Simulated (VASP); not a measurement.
# SnSe (Pnma) in VASP: settings compared

The runs below take SnSe through single point, with r2SCAN, PBEsol, LDA.

Everything below comes from runs of VASP 6.6.1. Logs are shortened: lines on timing, memory, paths and dates and some standing lists are left out, and cuts for length are marked.

**Measured values to compare with.**

“Linear dichroism of the optical properties of SnS and SnSe van der Waals crystals”, 2024, arxiv:2409.17412 reports, for a bulk crystal of SnSe: band gap 0.99 eV (indirect) at 20 K; band gap 0.89 eV (indirect) at 300 K.

How close the calculation comes is told below.

### Step 1. The cell of the first run

The structure is orthorhombic, space group Pnma (No. 62). Conventional cell: a = 11.749 Å, b = 4.151 Å, c = 4.731 Å, α = 90.00°, β = 90.00°, γ = 90.00°. Sn (site symmetry m) has 6 Se at 2.76 to 3.60 Å and 2 Sn at 3.73 Å within 3.8 Å. Se (site symmetry m) has 6 Sn at 2.76 to 3.60 Å within 3.6 Å.

### Step 2. Single point, r2SCAN

POSCAR

```
SnSe
1.0
   11.7494869600      0.0000000000      0.0000000000
    0.0000000000      4.1513027900      0.0000000000
    0.0000000000      0.0000000000      4.7309289400
Sn Se
4 4
Direct
    0.1212392110      0.2500000000      0.1282867284
    0.3787607890      0.7500000000      0.6282867284
    0.6212392110      0.2500000000      0.3717132716
    0.8787607890      0.7500000000      0.8717132716
    0.3514884814      0.2500000000      0.0118645292
    0.1485115186      0.7500000000      0.5118645292
    0.8514884814      0.2500000000      0.4881354708
    0.6485115186      0.7500000000      0.9881354708
```

INCAR.step1

```
PREC     = Accurate       # precision mode
ENCUT    = 550            # plane-wave cutoff, eV
ISMEAR   = -1             # smearing method
SIGMA    = 0.02           # smearing width, eV
LREAL    = F              # projectors in reciprocal space
LASPH    = T              # aspherical terms in the spheres
NELM     = 120            # most SCF steps
NBANDS   = 50             # bands
GGA      = PE             # functional
ALGO     = Normal         # electronic algorithm
EDIFF    = 1E-5           # SCF threshold, eV
LWAVE    = T              # write WAVECAR
LCHARG   = F              # write CHGCAR
GGA_COMPAT= F            
KPAR     = 4
```

INCAR.step2

```
PREC     = Accurate       # precision mode
ENCUT    = 550            # plane-wave cutoff, eV
EDIFF    = 1E-6           # SCF threshold, eV
ISMEAR   = -1             # smearing method
SIGMA    = 0.02           # smearing width, eV
LREAL    = F              # projectors in reciprocal space
LASPH    = T              # aspherical terms in the spheres
NELM     = 120            # most SCF steps
ALGO     = Normal         # electronic algorithm
ISIF     = 2              # what is computed and relaxed
LWAVE    = F              # write WAVECAR
LCHARG   = F              # write CHGCAR
METAGGA  = R2SCAN         # meta-GGA
LMIXTAU  = T            
NBANDS   = 50             # bands
ISTART   = 1            
GGA_COMPAT= F            
KPAR     = 4
```

KPOINTS

```
regular mesh
0
Gamma
  4 8 6
```

Potentials or basis: VASP PAW PBE potentials, release 64 (Sn_d, Se).

Started as:

```bash
cat potpaw_PBE.64/Sn_d/POTCAR potpaw_PBE.64/Se/POTCAR > POTCAR
cp INCAR.step1 INCAR
mpirun -np 4 vasp_std > vasp.out
cp INCAR.step2 INCAR
mpirun -np 4 vasp_std > vasp.out
```

OUTCAR:

```text
PREC = Accurate
   ENCUT = 550
   EDIFF = 1E-6
   ISMEAR = -1
   LREAL = F
   LASPH = T
   NELM = 120
   ISIF = 2
   METAGGA = R2SCAN
   ISTART = 1

 ion  position               nearest neighbor table
   1  0.121  0.250  0.128-   5 2.76   6 2.78   6 2.78   4 3.73   4 3.73
   2  0.379  0.750  0.628-   6 2.76   5 2.78   5 2.78   3 3.73   3 3.73
   3  0.621  0.250  0.372-   7 2.76   8 2.78   8 2.78   2 3.73   2 3.73
   4  0.879  0.750  0.872-   8 2.76   7 2.78   7 2.78   1 3.73   1 3.73
   5  0.351  0.250  0.012-   1 2.76   2 2.78   2 2.78
   6  0.149  0.750  0.512-   2 2.76   1 2.78   1 2.78
   7  0.851  0.250  0.488-   3 2.76   4 2.78   4 2.78
   8  0.649  0.750  0.988-   4 2.76   3 2.78   3 2.78

  LATTYP: Found a simple orthorhombic cell.
 ALAT       =     4.1513027900
 B/A-ratio  =     1.1396251199
 C/A-ratio  =     2.8303131702

  Lattice vectors:

 A1 = (   0.0000000000,   4.1513027900,   0.0000000000)
 A2 = (   0.0000000000,   0.0000000000,   4.7309289400)
 A3 = (  11.7494869600,   0.0000000000,   0.0000000000)

Analysis of symmetry for initial positions (statically):
=====================================================================
 Subroutine PRICEL returns:
 Original cell was already a primitive cell.

 Routine SETGRP: Setting up the symmetry group for a
 simple orthorhombic supercell.

 Subroutine GETGRP returns: Found  8 space group operations
 (whereof  2 operations were pure point group operations)
 out of a pool of  8 trial point group operations.

The static configuration has the point symmetry S_2 .
 The point group associated with its full space group is D_2h.

Analysis of symmetry for dynamics (positions and initial velocities):
=====================================================================
 Subroutine PRICEL returns:
 Original cell was already a primitive cell.

 Routine SETGRP: Setting up the symmetry group for a
 simple orthorhombic supercell.

 Subroutine GETGRP returns: Found  8 space group operations
 (whereof  2 operations were pure point group operations)
 out of a pool of  8 trial point group operations.

The dynamic configuration has the point symmetry S_2 .
 The point group associated with its full space group is D_2h.

 Subroutine INISYM returns: Found  8 space group operations
 (whereof  2 operations are pure point group operations),
 and found     1 'primitive' translations

----------------------------------------------------------------------------------------

                                     Primitive cell

  volume of cell :     230.7543

  direct lattice vectors                    reciprocal lattice vectors
    11.749486960  0.000000000  0.000000000     0.085110099  0.000000000  0.000000000
     0.000000000  4.151302790  0.000000000     0.000000000  0.240888235  0.000000000
     0.000000000  0.000000000  4.730928940     0.000000000  0.000000000  0.211374978

  length of vectors
    11.749486960  4.151302790  4.730928940     0.085110099  0.240888235  0.211374978

  position of ions in fractional coordinates (direct lattice)
     0.121239211  0.250000000  0.128286728
     0.378760789  0.750000000  0.628286728
     0.621239211  0.250000000  0.371713272
     0.878760789  0.750000000  0.871713272
     0.351488481  0.250000000  0.011864529
     0.148511519  0.750000000  0.511864529
     0.851488481  0.250000000  0.488135471
     0.648511519  0.750000000  0.988135471

  ion indices of the primitive-cell ions
   primitive index   ion index
                 1           1
                 2           2
                 3           3
                 4           4
                 5           5
                 6           6
                 7           7
                 8           8

----------------------------------------------------------------------------------------

 KPOINTS: regular mesh

Automatic generation of k-mesh.
 Grid dimensions read from file:
 generate k-points for:    4    8    6

 Generating k-lattice:

  Cartesian coordinates                     Fractional coordinates (reciprocal lattice)
     0.021277525  0.000000000  0.000000000     0.250000000  0.000000000  0.000000000
     0.000000000  0.030111029  0.000000000     0.000000000  0.125000000  0.000000000
     0.000000000  0.000000000  0.035229163     0.000000000  0.000000000  0.166666667

  Length of vectors
     0.021277525  0.030111029  0.035229163

  Shift w.r.t. Gamma in fractional coordinates (k-lattice)
     0.000000000  0.000000000  0.000000000

 Subroutine IBZKPT returns following result:
 ===========================================

 Found     60 irreducible k-points:

 Following reciprocal coordinates:
            Coordinates               Weight
  0.000000  0.000000  0.000000      1.000000
  0.250000  0.000000  0.000000      2.000000
  0.500000  0.000000  0.000000      1.000000
  0.000000  0.125000  0.000000      2.000000
  0.250000  0.125000  0.000000      4.000000
  0.500000  0.125000  0.000000      2.000000
[... 16 lines left out ...]
  0.250000  0.250000  0.166667      8.000000
  0.500000  0.250000  0.166667      4.000000
 [... further k-points ...]
   k-points           NKPTS =     60   k-points in BZ     NKDIM =     60   number of bands    NBANDS=     50
   number of dos      NEDOS =    301   number of ions     NIONS =      8
   total plane-waves  NPLWV = 103680
   dimension x,y,z NGX =    90 NGY =   32 NGZ =   36
   dimension x,y,z NGXF=   180 NGYF=   64 NGZF=   72
   ions per type =               4   4
   NGX,Y,Z   is equivalent  to a cutoff of  12.73, 12.81, 12.65 a.u.
   NGXF,Y,Z  is equivalent  to a cutoff of  25.47, 25.63, 25.30 a.u.
 SYSTEM =  unknown system
   PREC   = accura    normal or accurate (medium, high low for compatibility)
   ISTART =      1    job   : 0-new  1-cont  2-samecut
   ICHARG =      0    charge: 1-file 2-atom 10-const
   ISPIN  =      1    spin polarized calculation?
   LNONCOLLINEAR =      F non collinear calculations
   LSORBIT =      F    spin-orbit coupling
   LASPH  =      T    aspherical Exc in radial PAW
   ENCUT  =  550.0 eV  40.42 Ry    6.36 a.u.  22.47  7.94  9.05*2*pi/ulx,y,z
   NELM   =    120;   NELMIN=  2; NELMDL=  0     # of ELM steps
   EDIFF  = 0.1E-05   stopping-criterion for ELM
   LREAL  =      F    real-space projection
   EDIFFG = 0.1E-04   stopping-criterion for IOM
   NSW    =      0    number of steps for IOM
   IBRION =     -1    ionic relax: 0-MD 1-quasi-New 2-CG
   NFREE  =      0    steps in history (QN), initial steepest desc. (CG)
   ISIF   =      2    stress and relaxation
   ISYM   =      2    0-nonsym 1-usesym 2-fastsym
   POTIM  = 0.5000    time-step for ionic-motion
   TEBEG  =    0.0;   TEEND  =   0.0 temperature during run
   PSTRESS=    0.0 pullay stress
   NELECT =      80.0000    total number of electrons
   NUPDOWN=      -1.0000    fix difference up-down
   EMIN   =  10.00;   EMAX   =-10.00  energy-range for DOS
   EFERMI =   0.00;   METHOD = LEGACY
   ISMEAR =    -1;   SIGMA  =   0.02  broadening in eV -4-tet -1-fermi 0-gaus
   EFERMI_NEDOS =   21; number of points for ismear=-14 and -15
   IALGO  =     38    algorithm
   IMIX   =      4    mixing-type and parameters
     AMIX     =   0.40;   BMIX     =  1.00
     AMIX_MAG =   1.60;   BMIX_MAG =  1.00
  volume/ion in A,a.u.               =      28.84       194.65
  Fermi-wavevector in a.u.,A,eV,Ry     =   1.150063  2.173304 17.995672  1.322645
  Thomas-Fermi vector in A             =   2.286729
   LORBIT       =      0    0 simple, 1 ext, 2 COOP (PROOUT), +10 PAW based schemes
   METAGGA = R2SCAN    functional components
   LHFCALC =     F    Hartree Fock is set to
   AEXX    =    0.0000 exact exchange contribution
   IVDW    =     0    specifies the selected vdW correction
   LEPSILON=     F    determine dielectric tensor
   LRPA    =     F    only Hartree local field effects (RPA)
 non-spin polarized calculation
  energy-cutoff  :      550.00
  volume of cell :      230.75
 maximum number of plane-waves:      6810
 NGX is ok and might be reduce to    90
   NGX = 45   NGY = 15   NGZ = 19

 number of electron      79.9999972 magnetization

 Free energy of the ion-electron system (eV)
  ---------------------------------------------------
  ext. energy  EPLUGINS =         0.00000000
  ---------------------------------------------------
  free energy    TOTEN  =      -159.84252028 eV

  energy without entropy =     -159.84252028  energy(sigma->0) =     -159.84252028

 E-fermi :   4.8248     XC(G=0):  -9.8364

 val. band max:        4.3614492184   @ k =   0.0000   0.0000   0.3333
 cond. band min:       5.4882489760   @ k =   0.0000   0.3750   0.0000
 fundamental gap:      1.1267997577
 Fermi energy:         4.8247676114

 k-point     1 :       0.0000    0.0000    0.0000
  band No.  band energies     occupation
      1     -17.4760      2.00000
      2     -17.4662      2.00000
      3     -17.4582      2.00000
      4     -17.4560      2.00000
      5     -17.4532      2.00000
      6     -17.4528      2.00000
[... 42 lines left out ...]
     49       9.4055      0.00000
     50       9.6785      0.00000

 k-point     2 :       0.2500    0.0000    0.0000
  band No.  band energies     occupation
      1     -17.4749      2.00000
      2     -17.4683      2.00000
      3     -17.4568      2.00000
      4     -17.4558      2.00000
      5     -17.4541      2.00000
      6     -17.4533      2.00000
[... 42 lines left out ...]
     49       9.6313      0.00000
     50       9.7380      0.00000

 k-point     3 :       0.5000    0.0000    0.0000
  band No.  band energies     occupation
      1     -17.4720      2.00000
      2     -17.4720      2.00000
      3     -17.4551      2.00000
      4     -17.4551      2.00000
      5     -17.4547      2.00000
      6     -17.4547      2.00000
[... 1102 lines left out ...]
     49       8.7439      0.00000
     50       9.3096      0.00000

 k-point    24 :       0.5000    0.2500    0.1667
  band No.  band energies     occupation
      1     -17.4679      2.00000
      2     -17.4679      2.00000
      3     -17.4623      2.00000
      4     -17.4623      2.00000
      5     -17.4521      2.00000
      6     -17.4521      2.00000
[... 42 lines left out ...]
     49       8.9852      0.00000
     50       8.9852      0.00000

 [... further k-points ...]

------------------------ aborting loop because EDIFF is reached ----------------------------------------

  FORCE on cell =-STRESS in cart. coord.  units (eV):
  Direction    XX          YY          ZZ          XY          YZ          ZX
  --------------------------------------------------------------------------------------
  -------------------------------------------------------------------------------------
  Total       -0.4500994     -0.9475243     -0.5572790      0.0000000      0.0000000      0.0000000
  in kB       -3.1251389     -6.5788684     -3.8693099      0.0000000      0.0000000      0.0000000
  external PRESSURE =      -4.5244391 kB  Pullay stress =       0.0000000 kB

 VOLUME and BASIS-vectors are now :
 -----------------------------------------------------------------------------
  energy-cutoff  :      550.00
  volume of cell :      230.75
      direct lattice vectors                 reciprocal lattice vectors
    11.749486960  0.000000000  0.000000000     0.085110099  0.000000000  0.000000000
     0.000000000  4.151302790  0.000000000     0.000000000  0.240888235  0.000000000
     0.000000000  0.000000000  4.730928940     0.000000000  0.000000000  0.211374978

 POSITION                                       TOTAL-FORCE (eV/Angst)
 -----------------------------------------------------------------------------------
      1.42450      1.03783      0.60692        -0.016535     -0.000000     -0.014756
      4.45024      3.11348      2.97238         0.016535     -0.000000     -0.014756
      7.29924      1.03783      1.75855        -0.016535     -0.000000      0.014756
     10.32499      3.11348      4.12401         0.016535     -0.000000      0.014756
      4.12981      1.03783      0.05613         0.007153      0.000000      0.009874
      1.74493      3.11348      2.42159        -0.007153      0.000000      0.009874
     10.00455      1.03783      2.30933         0.007153     -0.000000     -0.009874
      7.61968      3.11348      4.67480        -0.007153     -0.000000     -0.009874
 -----------------------------------------------------------------------------------
    total drift:                                0.000000      0.000000     -0.000000

  FREE ENERGIE OF THE ION-ELECTRON SYSTEM (eV)
  ---------------------------------------------------
  free  energy   TOTEN  =      -159.8425202781 eV

  energy  without entropy=     -159.8425202781  energy(sigma->0) =     -159.84252028
```

Wall time 10 min (4 MPI ranks of Intel Xeon Platinum 8259CL at 2.50GHz (Skylake/Cascade Lake), shared host); peak memory 0.75 GiB.

What came out:

| Item | Value |
| --- | --- |
| Free energy | -159.8425 eV |
| Pressure | -0.5 GPa |
| Largest force | 0.022 eV/Å |
| Band gap on the k mesh | 1.13 eV (least direct gap 1.42 eV) |

Forces in eV/Å, atoms in the order of the input:
```
Sn  -0.017  0.000 -0.015
Sn   0.017  0.000 -0.015
Sn  -0.017  0.000  0.015
Sn   0.017  0.000  0.015
Se   0.007  0.000  0.010
Se  -0.007  0.000  0.010
Se   0.007  0.000 -0.010
Se  -0.007  0.000 -0.010
```

Caveat: the PAW data sets were made with another functional, which shifts forces and pressure a little; spin-orbit coupling is left out, which moves the levels of the heavy elements.

### Step 3. Single point, PBEsol

This run uses another cell than the first one, of 25.91 Å³/atom.

INCAR

```
SYSTEM = SnSe
PREC = Accurate
ENCUT = 500
EDIFF = 1E-6
ISMEAR = -1
SIGMA = 0.02
LREAL = .False.
LASPH = .True.
NELM = 120
ALGO = Normal
ISIF = 2
LWAVE = .False.
LCHARG = .False.
GGA = PS
NBANDS = 50
GGA_COMPAT = .False.
```

KPOINTS

```
regular mesh
0
Gamma
  4 6 6
  0 0 0
```

POSCAR

```
SnSe
1.0
   11.4303916344      0.0000000000      0.0000000000
    0.0000000000      4.1511948848      0.0000000000
    0.0000000000      0.0000000000      4.3681679251
Sn Se
4 4
Direct
    0.1179951536      0.2500000000      0.0969233167
    0.3820048464      0.7500000000      0.5969233167
    0.6179951536      0.2500000000      0.4030766833
    0.8820048464      0.7500000000      0.9030766833
    0.3574218933      0.2500000000      0.0233271331
    0.1425781067      0.7500000000      0.5233271331
    0.8574218933      0.2500000000      0.4766728669
    0.6425781067      0.7500000000      0.9766728669
```

Potentials or basis: VASP PAW PBE potentials, release 64 (Sn_d, Se).

Started as:

```bash
cat potpaw_PBE.64/Sn_d/POTCAR potpaw_PBE.64/Se/POTCAR > POTCAR
mpirun -np 1 vasp_std > vasp.out
```

Wall time 5.3 min (1 thread of Intel Xeon Platinum 8259CL at 2.50GHz (Skylake/Cascade Lake), shared host); peak memory 0.48 GiB.

The run converged. Its results:

| Item | Value |
| --- | --- |
| Free energy | -35.9330 eV |
| Pressure | 0.1 GPa |
| Largest force | 0.020 eV/Å |
| Band gap on the k mesh | 0.39 eV (least direct gap 0.54 eV) |

Forces in eV/Å, atoms in the order of the input:
```
Sn  -0.016  0.000 -0.011
Sn   0.016  0.000 -0.011
Sn  -0.016  0.000  0.011
Sn   0.016  0.000  0.011
Se   0.010  0.000  0.010
Se  -0.010  0.000  0.010
Se   0.010  0.000 -0.010
Se  -0.010  0.000 -0.010
```

Levels at points of the mesh, in eV from the valence-band top:
```
           k point  band 36  band 37  band 38  band 39  band 40  band 41  band 42  band 43  band 44  band 45
(0.00, 0.00, 0.00)    -1.96    -1.70    -1.34    -0.80    -0.64     0.47     2.86     2.97     2.98     3.26
(0.50, 0.00, 0.00)    -2.27    -2.01    -2.01    -0.65    -0.65     2.48     2.48     2.64     2.64     3.76
(0.00, 0.50, 0.00)    -1.76    -1.06    -1.06    -0.72    -0.72     0.83     0.83     1.32     1.32     1.57
(0.50, 0.50, 0.00)    -2.18    -1.00    -1.00    -1.00    -1.00     1.34     1.34     1.34     1.34     1.99
(0.00, 0.00, 0.50)    -1.49    -0.86    -0.86    -0.32    -0.32     1.13     1.13     1.38     1.38     1.56
(0.50, 0.00, 0.50)    -1.82    -0.52    -0.52    -0.27    -0.27     1.04     1.04     1.44     1.44     1.54
(0.00, 0.50, 0.50)    -3.37    -2.46    -2.46    -1.59    -1.59     2.54     2.54     2.98     2.98     4.54
(0.50, 0.50, 0.50)    -4.00    -1.67    -1.67    -1.67    -1.67     2.31     2.31     2.31     2.31     4.86
```

Caveat: the PAW data sets were made with another functional, which shifts forces and pressure a little; spin-orbit coupling is left out, which moves the levels of the heavy elements.

(Part 1 of 2 ends here.)
